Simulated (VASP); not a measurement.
PtS2:

```
CELL_PARAMETERS angstrom
5.42339 0.00000 0.00000
0.00000 5.42339 0.00000
0.00000 0.00000 3.78816
ATOMIC_POSITIONS crystal
Pt 0.00000 0.00000 0.00000
Pt 0.50000 0.50000 0.50000
S 0.30931 0.30931 0.00000
S 0.19069 0.80931 0.50000
S 0.80931 0.19069 0.50000
S 0.69069 0.69069 0.00000
```

Base run:

```yaml
Program: VASP 6.6.1
Functional: r2SCAN
Potentials_or_basis: VASP PAW PBE potentials, release 64 (Pt, S)
Cutoff: 520 eV
k_mesh: 6 × 6 × 6
Occupations: fermi-dirac, width 0.02 eV
Spin: no spin polarisation
```

Its results: band gap on the k mesh zero (band 22 reaches 6.35 eV, above the bottom of band 23 at 5.85 eV); pressure -0.1 GPa; largest force 0.066 eV/Å.

Problem. The run is repeated on the same cell with these changes: functional from r2SCAN to PBE. What comes out?

Solution. Band gap on the k mesh zero (band 22 reaches 6.57 eV, above the bottom of band 23 at 6.09 eV); pressure 2.1 GPa; largest force 0.034 eV/Å.

Caveats: spin-orbit coupling is left out, which moves the levels of the heavy elements; the PAW data sets were made with another functional, which shifts forces and pressure a little (some runs).
